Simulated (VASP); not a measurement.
Sn3Se: single point with PBEsol+D3(BJ)

Crystal: Sn3Se.

```xyz
4
Lattice="4.5916 0.0000 0.0000 0.0000 4.5916 0.0000 0.0000 0.0000 4.5916" Properties=species:S:1:pos:R:3 pbc="T T T"
Sn    2.2958    2.2958    0.0000
Sn    2.2958    0.0000    2.2958
Sn    0.0000    2.2958    2.2958
Se    0.0000    0.0000    0.0000
```

```yaml
Program: VASP 6.6.1
Task: single point
Functional: PBEsol
Dispersion: D3(BJ)
Potentials_or_basis: VASP PAW PBE potentials, release 64 (Sn_d, Se)
Cutoff: 520 eV
k_mesh: 6 × 6 × 6
Occupations: fermi-dirac, width 0.05 eV
Spin: no spin polarisation
Dipole_correction: no
Further_INCAR_settings: ALGO = Normal; EDIFF = 1e-06; NBANDS = 32
```

The pressure is -0.3 GPa and the band gap on the k mesh is zero (band 24 reaches 10.52 eV, above the bottom of band 25 at 7.87 eV). The dispersion energy per atom is -0.405 eV.

Levels at points of the mesh, in eV from the Fermi level:
```csv
k point,band 20,band 21,band 22,band 23,band 24,band 25,band 26,band 27,band 28,band 29
"(0.00, 0.00, 0.00)",-4.78,-4.74,-4.74,-0.02,-0.02,-0.02,2.46,2.46,2.46,4.34
"(0.50, 0.00, 0.00)",-3.58,-3.58,-2.03,-2.01,-2.01,-0.35,2.27,2.44,2.44,2.68
"(0.50, 0.50, 0.00)",-2.81,-2.55,-1.98,-1.98,-0.51,-0.02,-0.02,0.07,3.55,3.55
"(0.50, 0.50, 0.50)",-5.82,-5.82,-5.82,-5.20,2.30,2.30,2.30,6.51,6.51,6.79
```

Run time: 18 s on 1 thread of Intel(R) Xeon(R) 6975P-C (Granite Rapids), on a shared host, peak memory 0.23 GiB.

Caveat: three body term missing; the PAW data sets were made with another functional, which shifts forces and pressure a little; spin-orbit coupling is left out, which moves the levels of the heavy elements; pairwise dispersion overbinds metals, which lowers pressure and volume.
